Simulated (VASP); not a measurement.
Input of a VASP 6.6.1 run:

File INCAR:

```
SYSTEM = TaN
PREC     = Accurate       ! precision mode
ENCUT    = 520            ! plane-wave cutoff, eV
EDIFF    = 1E-6           ! SCF threshold, eV
ISMEAR   = -1             ! smearing method
SIGMA    = 0.05           ! smearing width, eV
LREAL    = .FALSE.        ! projectors in reciprocal space
LASPH    = .TRUE.         ! aspherical terms in the spheres
NELM     = 80             ! most SCF steps
ALGO     = Normal         ! electronic algorithm
ISIF     = 2              ! what is computed and relaxed
LWAVE    = .FALSE.        ! write WAVECAR
LCHARG   = .FALSE.        ! write CHGCAR
GGA      = PS             ! functional
NBANDS   = 33             ! bands
```

File KPOINTS:

```
Automatic mesh
0
G
  5 5 8
  0 0 0
```

File POSCAR:

```
TaN
1.0
    5.0487085969      0.0000000000      0.0000000000
   -2.5243542985      4.3723100266      0.0000000000
    0.0000000000      0.0000000000      2.8282883066
Ta N
3 3
Direct
    0.0000000000      0.0000000000      0.0000000000
    0.3333333333      0.6666666667      0.5000000000
    0.6666666667      0.3333333333      0.5000000000
    0.5000000000      0.0000000000      0.0000000000
    0.5000000000      0.5000000000      0.0000000000
    0.0000000000      0.5000000000      0.0000000000
```

Potentials or basis: VASP PAW PBE potentials, release 64 (Ta_pv, N).

Command:

```sh
$ cat potpaw_PBE.64/Ta_pv/POTCAR potpaw_PBE.64/N/POTCAR > POTCAR
$ mpirun -np 1 vasp_std > vasp.out
```

Task: Predict the band gap on the k mesh.

Result: Zero (band 24 reaches 9.95 eV, above the bottom of band 25 at 7.49 eV).

Task: Predict the pressure.

Result: 34.8 GPa.

Stress tensor (GPa, compression positive):
```
30.90  0.00  0.00
 0.00 30.90  0.00
 0.00  0.00 42.72
```

Caveat: the PAW data sets were made with another functional, which shifts forces and pressure a little; spin-orbit coupling is left out, which moves the levels of the heavy elements.
